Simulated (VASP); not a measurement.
Input of a VASP 6.6.1 run:

INCAR

```
SYSTEM = C
  PREC = Accurate
  ENCUT = 600
  EDIFF = 1E-7
  ISMEAR = 0
  SIGMA = 0.02
  LREAL = .FALSE.
  LASPH = .TRUE.
  NELM = 60
  ALGO = Normal
  ISIF = 3
  LWAVE = .FALSE.
  LCHARG = .FALSE.
  GGA = PE
  IBRION = 2
  NSW = 100
  EDIFFG = -0.01
```

The input KPOINTS:

```
Automatic mesh
0
G
  12 12 10
  0 0 0
```

POSCAR

```
C
1.0
    2.6052174045      0.0000000000      0.0000000000
   -1.3026087023      2.2561844547      0.0000000000
    0.0000000000      0.0000000000      2.8012092070
C
3
Direct
    0.5000000000      0.5000000000      0.8333333333
    0.5000000000      0.0000000000      0.5000000000
    0.0000000000      0.5000000000      0.1666666667
```

Potentials or basis: VASP PAW PBE potentials, release 64 (C).

Command:

```console
$ cat potpaw_PBE.64/C/POTCAR > POTCAR
$ mpirun -np 1 vasp_std > vasp.out
```

(1) Predict the band gap on the k mesh.

## Answers

(1) 1.93 eV, indirect (least direct gap 4.64 eV).

Caveat: the relaxation stopped at its first step, so nothing moved.
